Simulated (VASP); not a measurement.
Set up this calculation in VASP 6.6.1, as the native input.

```
Task                   : single point
Functional             : PBE
Potentials or basis    : VASP PAW PBE potentials, release 64 (Li_sv, Ca_sv, Sc_sv)
Cutoff                 : 520 eV
k mesh                 : 8 × 8 × 6
Occupations            : fermi-dirac, width 0.05 eV
Spin                   : no spin polarisation
Dipole correction      : no
Further INCAR settings : ALGO = Normal; EDIFF = 1e-06; NBANDS = 19
```

The structure of LiCaSc lies in POSCAR:

```
LiCaSc
1.0
    4.0098072400      0.0000000000      0.0000000000
   -2.0049036200      3.4725949300      0.0000000000
    0.0000000000      0.0000000000      4.3031944000
Li Ca Sc
1 1 1
Direct
    0.0000000000      0.0000000000      0.5000000000
    0.6666666700      0.3333333300      0.0000000000
    0.3333333300      0.6666666700      0.5000000000
```

The input as run:

INCAR

```
SYSTEM = LiCaSc
ALGO = Normal
EDIFF = 1E-6
ENCUT = 520
GGA = PE
ISIF = 2
ISMEAR = -1
LASPH = .True.
LCHARG = .True.
LELF = .True.
LREAL = .False.
LVHAR = .True.
LWAVE = .False.
NBANDS = 19
NELM = 100
PREC = Accurate
SIGMA = 0.05
```

KPOINTS

```
k-points
0
Gamma
  8 8 6
  0 0 0
```

Potentials or basis: VASP PAW PBE potentials, release 64 (Li_sv, Ca_sv, Sc_sv).

Run with:

```bash
$ cat potpaw_PBE.64/Li_sv/POTCAR potpaw_PBE.64/Ca_sv/POTCAR potpaw_PBE.64/Sc_sv/POTCAR > POTCAR
$ mpirun -np 1 vasp_std > vasp.out
```

Results of the run:

```yaml
Band_gap_on_the_k_mesh: zero (band 12 reaches 3.91 eV, above the bottom of band 13 at 3.57 eV)
```

It took 38 s on 1 thread of Intel Xeon 6975P-C, on a shared host, peak memory 0.2 GiB.
